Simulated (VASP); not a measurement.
Here is a VASP 6.6.1 calculation.

The input INCAR:

```
PREC = Accurate ; ENCUT = 520
EDIFF = 1E-6 ; ISMEAR = 0
SIGMA = 0.15 ; LREAL = F
LASPH = T ; NELM = 60
ALGO = Normal ; ISIF = 2
LWAVE = F ; LCHARG = F
GGA = PS ; NBANDS = 15
```

File KPOINTS:

```
regular mesh
0
Gamma
  18 18 18
```

POSCAR

```
TiC
1.0
    0.0000000000      2.1964600000      2.1315400000
    2.1964600000      0.0000000000      2.1315400000
    2.1964600000      2.1964600000      0.0000000000
Ti C
1 1
Direct
    0.0000000000      0.0000000000      0.0000000000
    0.5000000000      0.5000000000      0.5000000000
```

Potentials or basis: VASP PAW PBE potentials, release 64 (Ti_sv, C).

Run with:

```console
$ cat potpaw_PBE.64/Ti_sv/POTCAR potpaw_PBE.64/C/POTCAR > POTCAR
$ mpirun -np 1 vasp_std > vasp.out
```

(1) What does it give for the pressure?

(2) Predict the band gap on the k mesh.

## Answers

(1) -8.9 GPa.

(2) zero (bands 8 and 9 overlap by 1.41 eV).

Caveat: the cell differs from its parent crystal (strain +0.015 along x and y, -0.015 along z); the stress differs along the axes, from -13 to -1 GPa; the PAW data sets were made with another functional, which shifts forces and pressure a little.
